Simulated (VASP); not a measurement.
A run of VASP 6.6.1 is set up as follows.

Contents of INCAR:

```
ALGO = Normal
EDIFF = 1E-6
ENCUT = 600
GGA = LIBXC
GGA_COMPAT = False
ISIF = 2
ISMEAR = -1
LASPH = True
LCHARG = False
LIBXC1 = GGA_X_B88
LIBXC2 = GGA_C_PBE
LREAL = False
LWAVE = False
NBANDS = 11
NELM = 120
PREC = Accurate
SIGMA = 0.05
```

KPOINTS

```
k-points
0
Gamma
  13 13 13
```

Contents of POSCAR:

```
C
1.0
    0.0000000000      1.7833700000      1.7833700000
    1.7833700000      0.0000000000      1.7833700000
    1.7833700000      1.7833700000      0.0000000000
C
2
Direct
    0.7500000000      0.7500000000      0.7500000000
    0.5000000000      0.5000000000      0.5000000000
```

Potentials or basis: VASP PAW PBE potentials, release 64 (C).

Command:

```bash
$ cat potpaw_PBE.64/C/POTCAR > POTCAR
$ mpirun -np 1 vasp_std > vasp.out
```

Q: What does it give for the pressure?

A: 2.2 GPa.

Q: Predict the band gap on the k mesh.

A: 4.15 eV (least direct gap 5.61 eV).

Caveat: the PAW data sets were made with another functional, which shifts forces and pressure a little; an odd mesh through Γ misses points on the zone boundary, where band edges can lie.
